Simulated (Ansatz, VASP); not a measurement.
One calculation of Cu, two programs

```
Cu
1.0
     1.28243   -4.18514    0.00000
     1.28243    4.18514    0.00000
     0.00000    0.00000    2.47550
Cu
2
Direct
  0.13387 0.86613 0.25000
  0.86613 0.13387 0.75000
```

Change from the starting cell: strain +0.0525 x Voigt [1, 1, 0, 0, 0, 0], atoms carried along.

Alike in both runs: task single point; functional PBEsol; k mesh 20 × 20 × 20; occupations gaussian, width 0.15 eV; no spin polarisation.

|  | VASP | Ansatz |
| --- | --- | --- |
| version | VASP 6.6.1 | Ansatz 0.2.0 |
| potentials or method | VASP PAW PBE potentials, release 64 (Cu), cutoff 520 eV | scalar-relativistic, plane waves, PAW |
| valence electrons in the cell | 22 | 38 |

|  | VASP | Ansatz | Ansatz less VASP |
| --- | --- | --- | --- |
| gap on the k mesh at the Fermi level (eV) | none | none | - |
| pressure (GPa) | -11.8 | -12.4 | -0.64 |
| traceless stress, the component that is largest in VASP (GPa) | 4.74 | 4.70 | -0.038 |
| rms of the force components (eV/Å) | 0.070 | 0.073 | +0.0025 |

VASP's potentials were made for PBE, not for PBEsol. Atom by atom the forces differ by 0.002 eV/Å (rms over components). A gap of «none» marks a metal or a gap that the smearing closes. With one functional, cell and mesh, what is left measures potentials, basis and numerics. VASP's potentials hold 22 valence electrons a cell and Ansatz's 38, so a difference there can come from the potentials and not from the codes.
